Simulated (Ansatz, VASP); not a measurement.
**Ta2H in VASP and in Ansatz**

```xyz
3
Lattice="1.7760 -2.4480 0.0000 1.7760 2.4480 0.0000 0.0000 0.0000 4.9122" Properties=species:S:1:pos:R:3 pbc="T T T"
Ta    0.8880    1.2240    1.2996
Ta    0.8880   -1.2240    3.6126
H     0.0000    0.0000    0.0000
```

Alike in both runs: task single point; functional PBEsol; k mesh 10 × 10 × 6; no spin polarisation.

```csv
,VASP,Ansatz
version,VASP 6.6.1,Ansatz 0.2.0
potentials or method,"VASP PAW PBE potentials, release 64 (Ta_pv, H), cutoff 520 eV","plane waves, PAW"
occupations,"methfessel-paxton of order 1, width 0.15 eV","cold, width 0.15 eV"
valence electrons in the cell,23,27
```

VASP gave:

| Property | Result |
| --- | --- |
| pressure (GPa) | -19.9 |
| traceless stress, the component that is largest in VASP (GPa) | 0.47 |

Estimate Ansatz's values.

pressure (GPa): -20.0; traceless stress, the component that is largest in VASP (GPa): 0.51.

VASP's potentials were made for PBE, not for PBEsol. VASP's potentials hold 23 valence electrons a cell and Ansatz's 27, so a difference there can come from the potentials and not from the codes.

Spin-orbit coupling is off throughout.
